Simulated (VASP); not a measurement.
Runs of VASP 6.6.1 on ZnMo3. The structure is that of space group Pm-3m (No. 221), or close to it. The cells are those of the table. 

```tsv
task	cell	cutoff (eV)	gap on the mesh (eV)	pressure (GPa)
single point	a = 3.906 Å, 4 atoms	520	none	(a)
single point	a = 3.880 Å, 4 atoms	520	none	10.7
single point	a = 3.833 Å, 4 atoms	520	none	21.0
relaxation of cell and atoms	relaxed to 20 GPa from a = 3.943 Å, 4 atoms	600	none	20.0
relaxation of cell and atoms	relaxed from a = 3.943 Å, 4 atoms	600	none	0.0
```

Alike in all rows: level PBE; potentials or basis VASP PAW PBE potentials, release 64 (Mo_sv, Zn); no spin polarisation; k mesh 7 × 7 × 7; smearing fermi-dirac 0.05 eV.

Problem. Estimate the missing entries.

Solution. (a) 5.7.

Caveats: the cell stands under pressure (at least some runs); the cell is relaxed towards a set pressure, so the run minimises the enthalpy, not the energy (at least some runs).

A k mesh can miss the band edges, and the runs leave out spin-orbit coupling on Mo.

A gap of «none» marks levels without a gap at the run's occupations.
